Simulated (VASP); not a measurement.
Set up this calculation in VASP 6.6.1, as the native input.

```yaml
Task: single point
Functional: PBE
Potentials_or_basis: VASP PAW PBE potentials, release 64 (Pb_d)
Cutoff: 520 eV
k_mesh: 14 × 14 × 14
Occupations: fermi-dirac, width 0.05 eV
Spin: no spin polarisation
Dipole_correction: no
Further_INCAR_settings: ALGO = Normal; EDIFF = 1e-07; NBANDS = 13
```

The structure of Pb lies in POSCAR:

```
Pb
1.0
    2.7445086363      0.0000000000      0.0000000000
    0.0000000000      2.7445086363      0.0000000000
    0.0000000000      0.0000000000      2.7445086363
Pb
1
Direct
    0.0000000000      0.0000000000      0.0000000000
```

This isn't the form of Pb at room conditions, which is fcc.

The input as run:

INCAR

```
SYSTEM = Pb
  PREC = Accurate
  ENCUT = 520
  EDIFF = 1E-7
  ISMEAR = -1
  SIGMA = 0.05
  LREAL = .False.
  LASPH = .True.
  NELM = 80
  ALGO = Normal
  ISIF = 2
  LWAVE = .False.
  LCHARG = .True.
  GGA = PE
  LELF = .True.
  LVHAR = .True.
  NBANDS = 13
```

KPOINTS

```
Automatic mesh
0
Gamma
  14 14 14
  0 0 0
```

Potentials or basis: VASP PAW PBE potentials, release 64 (Pb_d).

The run is started by

```console
$ cat potpaw_PBE.64/Pb_d/POTCAR > POTCAR
$ mpirun -np 1 vasp_std > vasp.out
```

It gave:

| Item | Value |
| --- | --- |
| Pressure | 63.9 GPa |
| Band gap on the k mesh | zero (bands 7 and 8 overlap by 10.02 eV) |

Caveat: the cell stands under pressure; spin-orbit coupling is left out, which moves the levels of the heavy elements.

Wall time 10 s on 1 thread of Intel(R) Xeon(R) 6975P-C (Granite Rapids) (shared host), peak memory 0.14 GiB.
